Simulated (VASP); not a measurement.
Wanted: the native input for a VASP 6.6.1 run.

```
Task                   : single point
Functional             : LDA
Potentials or basis    : VASP PAW LDA potentials, release 64 (Li_sv, F)
Cutoff                 : 520 eV
k mesh                 : 12 × 12 × 12
Occupations            : gaussian, width 0.05 eV
Spin                   : no spin polarisation
Dipole correction      : no
Further INCAR settings : ALGO = Normal; EDIFF = 1e-06; NBANDS = 12
```

The structure of LiF lies in POSCAR:

```
LiF
1.0
    0.0000000000      2.1879023361      1.7065638221
    2.1879023361      0.0000000000      1.7065638221
    2.1879023361      2.1879023361      0.0000000000
Li F
1 1
Direct
    0.0000000000      0.0000000000      0.0000000000
    0.5000000000      0.5000000000      0.5000000000
```

This cell differs from its parent crystal: ratio of the length along z to the lengths across it x 0.78, volume and fractional coordinates fixed.

One way to write it, as run:

INCAR

```
SYSTEM = LiF
ALGO = Normal
EDIFF = 1E-6
ENCUT = 520
GGA = CA
ISIF = 2
ISMEAR = 0
LASPH = .True.
LCHARG = .False.
LREAL = .False.
LWAVE = .False.
NBANDS = 12
NELM = 80
PREC = Accurate
SIGMA = 0.05
```

KPOINTS

```
k-points
0
Gamma
  12 12 12
  0 0 0
```

Potentials or basis: VASP PAW LDA potentials, release 64 (Li_sv, F).

The run is started by

```console
$ cat potpaw_LDA.64/Li_sv/POTCAR potpaw_LDA.64/F/POTCAR > POTCAR
$ mpirun -np 1 vasp_std > vasp.out
```

Results of the run:

| Quantity | Value |
| --- | --- |
| Band gap on the k mesh | 8.39 eV, direct |

Wall time 30 s on 1 thread of Intel Xeon 8259CL, with other jobs on the host, peak memory 0.14 GiB.
